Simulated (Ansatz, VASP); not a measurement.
KMgPd3 in VASP and in Ansatz

File INCAR:

```
SYSTEM = KMgPd3
PREC = Accurate
ENCUT = 600
EDIFF = 1E-7
ISMEAR = 0
SIGMA = 0.1
LREAL = .FALSE.
LASPH = .TRUE.
NELM = 120
ALGO = Normal
ISIF = 3
LWAVE = .FALSE.
LCHARG = .FALSE.
GGA = PE
IBRION = 2
NSW = 100
EDIFFG = -0.01
GGA_COMPAT = .FALSE.
NELMIN = 4
```

KPOINTS

```
regular mesh
0
G
  8 8 8
  0 0 0
```

POSCAR

```
KMgPd3
1.0
    4.8774430525      0.0000000000      0.0000000000
    0.0000000000      4.8774430525      0.0000000000
    0.0000000000      0.0000000000      4.8774430525
K Mg Pd
1 1 3
Direct
    0.5000000000      0.5000000000      0.5000000000
    0.0000000000      0.0000000000      0.0000000000
    0.5000000000      0.0000000000      0.0000000000
    0.0000000000      0.5000000000      0.0000000000
    0.0000000000      0.0000000000      0.5000000000
```

Input for Ansatz:

```yaml
crystal:
  lattice:
    - [4.8774430525, 0.0, 0.0]
    - [0.0, 4.8774430525, 0.0]
    - [0.0, 0.0, 4.8774430525]
  atoms:
    - { symbol: K, position: [0.5, 0.5, 0.5] }
    - { symbol: Mg, position: [0.0, 0.0, 0.0] }
    - { symbol: Pd, position: [0.5, 0.0, 0.0] }
    - { symbol: Pd, position: [0.0, 0.5, 0.0] }
    - { symbol: Pd, position: [0.0, 0.0, 0.5] }
basis:
  ecutwfc: 420
kpoints:
  mp_grid: { grid: [8, 8, 8] }
hamiltonian:
  xc: pbe
scf:
  occupations: { method: gaussian, width: 0.1 }
output:
  forces: true
  stress: true
  eigenvalues: true
  write_density: true
  write_potential: true
  elf: true
  volumetric_format: npy
relax:
  adjacent_minimum: "off"
  f_tol: 0.01
  max_steps: 80
  cell: { stress_tol: 0.05 }
```

Change from the starting cell: species swapped into the KTaO3 type (Pm-3m, No. 221).

Alike in both runs: task relaxation of cell and atoms; functional PBE; k mesh 8 × 8 × 8; occupations gaussian, width 0.1 eV; no spin polarisation.

|  | VASP | Ansatz |
| --- | --- | --- |
| version | VASP 6.6.1 | Ansatz 0.2.0 |
| potentials or method | VASP PAW PBE potentials, release 64 (K_sv, Mg, Pd), cutoff 600 eV | scalar-relativistic, plane waves, PAW |
| valence electrons in the cell | 41 | 73 |

|  | VASP | Ansatz | Ansatz less VASP |
| --- | --- | --- | --- |
| gap on the k mesh at the Fermi level, each at its own relaxed structure (eV) | none | none | - |
| relaxed volume (Å³/atom) | 23.27 | 23.24 | -0.030 |
| relaxed cell length with the largest relative difference (Å) | 4.882 | 4.880 | -0.0021 |

A gap of «none» marks a metal or a gap that the smearing closes. VASP's potentials hold 41 valence electrons a cell and Ansatz's 73, so a difference there can come from the potentials and not from the codes.
